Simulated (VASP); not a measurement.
# GaP (F-43m) in VASP: notebook

GaP is run at these levels: PBE, PBEsol; tasks: single point.

Program: VASP 6.6.1. These are calculated values, not measurements. Logs are shortened: lines on timing, memory, paths and dates and some standing lists are left out, and cuts for length are marked.

**What was measured.**

“Stacking defects in GaP nanowires: Electronic structure and optical properties”, 2018, arxiv:1810.01194 quotes, for a bulk crystal of GaP at 10 K: band gap 2.34 eV (indirect).

The results are compared with them further down.

**1. The cell of the first run**

It takes space group F-43m (No. 216, cubic). Conventional cell: a = 5.451 Å, b = 5.451 Å, c = 5.451 Å, α = 90.00°, β = 90.00°, γ = 90.00°. Within 3.1 Å of Ga (site symmetry -43m) lie 4 P at 2.36 Å. Within 3.1 Å of P (site symmetry -43m) lie 4 Ga at 2.36 Å.

**2. Single point, PBE, non-collinear spin, zero start, spin-orbit coupling**

INCAR

```
ALGO = Normal
EDIFF = 1E-6
ENCUT = 520
GGA = PE
GGA_COMPAT = F
ISIF = 2
ISMEAR = -1
LASPH = T
LCHARG = T
LORBIT = 11
LORBMOM = T
LREAL = F
LSORBIT = T
LVHAR = T
LWAVE = F
MAGMOM = 0 0 0 0 0 0
NBANDS = 30
NELM = 150
PREC = Accurate
SIGMA = 0.05
```

KPOINTS

```
k-points
0
Gamma
  10 10 10
```

POSCAR

```
GaP
1.0
    0.0000000000      2.7252500000      2.7252500000
    2.7252500000      0.0000000000      2.7252500000
    2.7252500000      2.7252500000      0.0000000000
Ga P
1 1
Direct
    0.0000000000      0.0000000000      0.0000000000
    0.7500000000      0.7500000000      0.7500000000
```

Potentials or basis: VASP PAW PBE potentials, release 64 (Ga_d, P).

Started as:

```bash
$ cat potpaw_PBE.64/Ga_d/POTCAR potpaw_PBE.64/P/POTCAR > POTCAR
$ mpirun -np 1 vasp_ncl > vasp.out
```

OUTCAR:

```text
EDIFF = 1E-6
   ENCUT = 520
   GGA = PE
   ISIF = 2
   ISMEAR = -1
   LASPH = T
   LORBIT = 11
   LREAL = F
   LSORBIT = T
   NELM = 150
   PREC = Accurate

 ion  position               nearest neighbor table
   1  0.000  0.000  0.000-   2 2.36   2 2.36   2 2.36   2 2.36
   2  0.750  0.750  0.750-   1 2.36   1 2.36   1 2.36   1 2.36

  LATTYP: Found a face centered cubic cell.
 ALAT       =     5.4505000000

  Lattice vectors:

 A1 = (   0.0000000000,   2.7252500000,   2.7252500000)
 A2 = (   2.7252500000,   0.0000000000,   2.7252500000)
 A3 = (   2.7252500000,   2.7252500000,   0.0000000000)

Analysis of symmetry for initial positions (statically):
=====================================================================
 Subroutine PRICEL returns:
 Original cell was already a primitive cell.

 Routine SETGRP: Setting up the symmetry group for a
 face centered cubic supercell.

 Subroutine GETGRP returns: Found 24 space group operations
 (whereof 24 operations were pure point group operations)
 out of a pool of 48 trial point group operations.

The static configuration has the point symmetry T_d .

Analysis of symmetry for dynamics (positions and initial velocities):
=====================================================================
 Subroutine PRICEL returns:
 Original cell was already a primitive cell.

 Routine SETGRP: Setting up the symmetry group for a
 face centered cubic supercell.

 Subroutine GETGRP returns: Found 24 space group operations
 (whereof 24 operations were pure point group operations)
 out of a pool of 48 trial point group operations.

The dynamic configuration has the point symmetry T_d .

Analysis of structural, dynamic, and magnetic symmetry:
=====================================================================
 Subroutine PRICEL returns:
 Original cell was already a primitive cell.

 Routine SETGRP: Setting up the symmetry group for a
 face centered cubic supercell.

 Subroutine GETGRP returns: Found 24 space group operations
 (whereof 24 operations were pure point group operations)
 out of a pool of 48 trial point group operations.

The overall configuration has the point symmetry T_d .

 Subroutine INISYM returns: Found 24 space group operations
 (whereof 24 operations are pure point group operations),
[... 971 lines left out ...]
      0.00000      0.00000      0.00000        -0.000000     -0.000000     -0.000000
      4.08788      4.08788      4.08788         0.000000      0.000000      0.000000
 -----------------------------------------------------------------------------------
    total drift:                               -0.000000     -0.000000     -0.000000

  FREE ENERGIE OF THE ION-ELECTRON SYSTEM (eV)
  ---------------------------------------------------
  free  energy   TOTEN  =        -9.1243595793 eV

  energy  without entropy=       -9.1243595768  energy(sigma->0) =       -9.12435958

 orbital moment (x)

 # of ion     p       d       tot
 ----------------------------------------
  1         0.000   0.000   0.000
  2         0.000   0.000   0.000
 ----------------------------------------
            0.000   0.000   0.000

 orbital moment (y)

 # of ion     p       d       tot
 ----------------------------------------
  1        -0.000  -0.000  -0.000
  2        -0.000   0.000  -0.000
 ----------------------------------------
           -0.000  -0.000  -0.000

 orbital moment (z)

 # of ion     p       d       tot
 ----------------------------------------
  1        -0.000  -0.000  -0.000
  2         0.000   0.000   0.000
 ----------------------------------------
           -0.000  -0.000  -0.000

 Spin-Orbit-Coupling matrix elements

 Ion:    1  E_soc:     -0.0116955
 l=   1
     0.0000000    -0.0010968    -0.0010968
    -0.0010968     0.0000000    -0.0010968
    -0.0010968    -0.0010968     0.0000000
 l=   2
     0.0000000    -0.0001736     0.0000000    -0.0001736    -0.0006788
    -0.0001736     0.0000000    -0.0005091    -0.0001736    -0.0001697
     0.0000000    -0.0005091     0.0000000    -0.0005091     0.0000000
    -0.0001736    -0.0001736    -0.0005091     0.0000000    -0.0001697
    -0.0006788    -0.0001697     0.0000000    -0.0001697     0.0000000
 l=   3
     0.0000000     0.0000000     0.0000000     0.0000000     0.0000000     0.0000000     0.0000000
     0.0000000     0.0000000     0.0000000     0.0000000     0.0000000     0.0000000     0.0000000
     0.0000000     0.0000000     0.0000000     0.0000000     0.0000000     0.0000000     0.0000000
     0.0000000     0.0000000     0.0000000     0.0000000     0.0000000     0.0000000     0.0000000
     0.0000000     0.0000000     0.0000000     0.0000000     0.0000000     0.0000000     0.0000000
     0.0000000     0.0000000     0.0000000     0.0000000     0.0000000     0.0000000     0.0000000
     0.0000000     0.0000000     0.0000000     0.0000000     0.0000000     0.0000000     0.0000000

 Ion:    2  E_soc:     -0.0008962
 l=   1
     0.0000000    -0.0001494    -0.0001494
    -0.0001494     0.0000000    -0.0001494
    -0.0001494    -0.0001494     0.0000000
 l=   2
     0.0000000     0.0000000     0.0000000     0.0000000     0.0000000
     0.0000000     0.0000000     0.0000000     0.0000000     0.0000000
     0.0000000     0.0000000     0.0000000     0.0000000     0.0000000
     0.0000000     0.0000000     0.0000000     0.0000000     0.0000000
     0.0000000     0.0000000     0.0000000     0.0000000     0.0000000
 l=   3
     0.0000000     0.0000000     0.0000000     0.0000000     0.0000000     0.0000000     0.0000000
     0.0000000     0.0000000     0.0000000     0.0000000     0.0000000     0.0000000     0.0000000
     0.0000000     0.0000000     0.0000000     0.0000000     0.0000000     0.0000000     0.0000000
     0.0000000     0.0000000     0.0000000     0.0000000     0.0000000     0.0000000     0.0000000
     0.0000000     0.0000000     0.0000000     0.0000000     0.0000000     0.0000000     0.0000000
     0.0000000     0.0000000     0.0000000     0.0000000     0.0000000     0.0000000     0.0000000
     0.0000000     0.0000000     0.0000000     0.0000000     0.0000000     0.0000000     0.0000000

 total charge

# of ion       s       p       d       tot
------------------------------------------
    1        0.861   0.849  10.012  11.722
    2        1.021   1.524   0.000   2.545
--------------------------------------------------
tot          1.882   2.373  10.012  14.268

 magnetization (x)

# of ion       s       p       d       tot
------------------------------------------
    1        0.000  -0.000   0.000  -0.000
    2       -0.000   0.000   0.000   0.000
--------------------------------------------------
tot         -0.000  -0.000   0.000  -0.000

 magnetization (y)

# of ion       s       p       d       tot
------------------------------------------
    1        0.000  -0.000  -0.000  -0.000
    2        0.000   0.000   0.000   0.000
--------------------------------------------------
tot          0.000  -0.000  -0.000  -0.000

 magnetization (z)

# of ion       s       p       d       tot
------------------------------------------
    1        0.000  -0.000   0.000  -0.000
    2       -0.000   0.000   0.000   0.000
--------------------------------------------------
tot         -0.000   0.000   0.000   0.000
```

Wall time 3.3 min (1 thread of AMD EPYC 7R43 (Zen 3), shared host); peak memory 0.31 GiB.

What came out:

- Free energy: -9.1244 eV
- Pressure: 2.4 GPa
- Net moment: 0.00 μB per cell
- Valence electrons inside the program's atomic spheres: Ga 11.72; P 2.54

Moments on the atoms (μB; x, y, z):
```
Ga  0.00 0.00 0.00
P   0.00 0.00 0.00
```

**3. Single point, PBEsol**

INCAR

```
SYSTEM = GaP
PREC     = Accurate       ! precision mode
ENCUT    = 520            ! plane-wave cutoff, eV
EDIFF    = 1E-6           ! SCF threshold, eV
ISMEAR   = -1             ! smearing method
SIGMA    = 0.05           ! smearing width, eV
LREAL    = .FALSE.        ! projectors in reciprocal space
LASPH    = .TRUE.         ! aspherical terms in the spheres
NELM     = 100            ! most SCF steps
ALGO     = Normal         ! electronic algorithm
ISIF     = 2              ! what is computed and relaxed
LWAVE    = .FALSE.        ! write WAVECAR
LCHARG   = .FALSE.        ! write CHGCAR
GGA      = PS             ! functional
NBANDS   = 16             ! bands
ISYM     = 0
```

KPOINTS

```
Automatic mesh
0
Gamma
  10 10 10
  0.5 0.5 0.5
```

POSCAR is that of step 2.

Potentials or basis: VASP PAW PBE potentials, release 64 (Ga_d, P).

Started as:

```bash
$ cat potpaw_PBE.64/Ga_d/POTCAR potpaw_PBE.64/P/POTCAR > POTCAR
$ mpirun -np 1 vasp_std > vasp.out
```

Run time: 17 min. Hardware: 1 thread of AMD EPYC 7R43 (Zen 3), shared host; peak memory 1.2 GiB.

Results (log left out):

- Free energy: -9.9233 eV
- Pressure: -0.6 GPa
- Band gap on the k mesh: 1.61 eV (least direct gap 2.06 eV)

Levels at points of the mesh, in eV from the valence-band top:
| k point | band 7 | band 8 | band 9 | band 10 | band 11 | band 12 |
| --- | --- | --- | --- | --- | --- | --- |
| (0.05, 0.05, 0.05) | -0.36 | 0.00 | 0.00 | 2.06 | 3.92 | 3.94 |

Caveat: the PAW data sets were made with another functional, which shifts forces and pressure a little; a shifted mesh leaves out Γ, where band edges can lie.

**4. Single point, PBE (19.04 Å³/atom)**

This run uses another cell than the first one, of 19.04 Å³/atom.

INCAR

```
SYSTEM = GaP
PREC     = Accurate       ! precision mode
ENCUT    = 520            ! plane-wave cutoff, eV
EDIFF    = 1E-6           ! SCF threshold, eV
ISMEAR   = -1             ! smearing method
SIGMA    = 0.05           ! smearing width, eV
LREAL    = .False.        ! projectors in reciprocal space
LASPH    = .True.         ! aspherical terms in the spheres
NELM     = 100            ! most SCF steps
ALGO     = Normal         ! electronic algorithm
ISIF     = 2              ! what is computed and relaxed
LWAVE    = .False.        ! write WAVECAR
LCHARG   = .False.        ! write CHGCAR
GGA      = PE             ! functional
NBANDS   = 16             ! bands
```

KPOINTS

```
regular mesh
0
Gamma
  10 10 10
  0 0 0
```

POSCAR

```
GaP
1.0
    0.0000000000      2.6700902952      2.6700902952
    2.6700902952      0.0000000000      2.6700902952
    2.6700902952      2.6700902952      0.0000000000
Ga P
1 1
Direct
    0.0000000000      0.0000000000      0.0000000000
    0.7500000000      0.7500000000      0.7500000000
```

Started as:

```bash
$ cat potpaw_PBE.64/Ga_d/POTCAR potpaw_PBE.64/P/POTCAR > POTCAR
$ mpirun -np 1 vasp_std > vasp.out
```

It took 27 s on 1 thread of Intel Xeon 6975P-C (Granite Rapids), shared host; peak memory 0.16 GiB.

It converged, with:

```yaml
Free_energy: -9.0371 eV
Pressure: 8.5 GPa
Band_gap_on_the_k_mesh: 1.49 eV (least direct gap 2.34 eV)
```

Levels at points of the mesh, in eV from the valence-band top:
```csv
k point,band 6,band 7,band 8,band 9,band 10,band 11,band 12,band 13
"(0.00, 0.00, 0.00)",-12.97,0.00,0.00,0.00,2.34,3.87,3.87,3.87
"(0.50, 0.00, 0.00)",-10.69,-7.00,-1.21,-1.21,1.86,4.70,4.70,8.39
"(0.50, 0.50, 0.00)",-9.71,-7.05,-2.90,-2.90,1.52,1.75,11.06,11.06
```

Caveat: the cell stands under pressure. A k mesh can miss the band edges.

(Continued in part 2 of 2.)
